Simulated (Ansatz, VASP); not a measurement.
# P: VASP beside Ansatz

INCAR

```
SYSTEM = P
ALGO = Normal
EDIFF = 1E-6
EDIFFG = -0.05
ENCUT = 600
GGA = PS
IBRION = 2
ISIF = 3
ISMEAR = 0
LASPH = .True.
LCHARG = .False.
LREAL = .False.
LWAVE = .False.
NELM = 100
NSW = 100
PREC = Accurate
SIGMA = 0.1
```

The input KPOINTS:

```
k-points
0
Gamma
  6 6 4
  0 0 0
```

POSCAR

```
P
1.0
    1.6550000000     -5.2500000000      0.0000000000
    1.6550000000      5.2500000000      0.0000000000
    0.0000000000      0.0000000000      4.3800000000
P
4
Direct
    0.0980000000      0.9020000000      0.9100000000
    0.5980000000      0.4020000000      0.5900000000
    0.9020000000      0.0980000000      0.0900000000
    0.4020000000      0.5980000000      0.4100000000
```

Input for Ansatz:

```yaml
crystal:
  lattice:
    - [1.655, -5.25, 0.0]
    - [1.655, 5.25, 0.0]
    - [0.0, 0.0, 4.38]
  atoms:
    - { symbol: P, position: [0.098, 0.902, 0.91] }
    - { symbol: P, position: [0.598, 0.402, 0.59] }
    - { symbol: P, position: [0.902, 0.098, 0.09] }
    - { symbol: P, position: [0.402, 0.598, 0.41] }
basis:
  ecutwfc: 420
kpoints:
  mp_grid: { grid: [6, 6, 4] }
hamiltonian:
  xc: pbesol
scf:
  occupations: { method: gaussian, width: 0.1 }
output:
  forces: true
  stress: true
  eigenvalues: true
relax:
  adjacent_minimum: "off"
  f_tol: 0.05
  max_steps: 80
  cell: { stress_tol: 0.5 }
```

Alike in both runs: task relaxation of cell and atoms; functional PBEsol; k mesh 6 × 6 × 4; occupations gaussian, width 0.1 eV; no spin polarisation.

```csv
,VASP,Ansatz
version,VASP 6.6.1,Ansatz 0.2.0
potentials or method,"VASP PAW PBE potentials, release 64 (P), cutoff 600 eV","scalar-relativistic, plane waves, PAW"
valence electrons in the cell,20,20
```

Ansatz gave:

| Property | Result |
| --- | --- |
| gap on the k mesh at the Fermi level, each at its own relaxed structure (eV) | none |
| relaxed volume (Å³/atom) | 17.60 |
| relaxed cell length with the largest relative difference (Å) | 5.371 |

Task: What did VASP give for the same quantities?

Result: gap on the k mesh at the Fermi level, each at its own relaxed structure (eV): none; relaxed volume (Å³/atom): 17.73; relaxed cell length with the largest relative difference (Å): 5.407.

VASP's potentials were made for PBE, not for PBEsol. A gap of «none» marks a metal or a gap that the smearing closes.
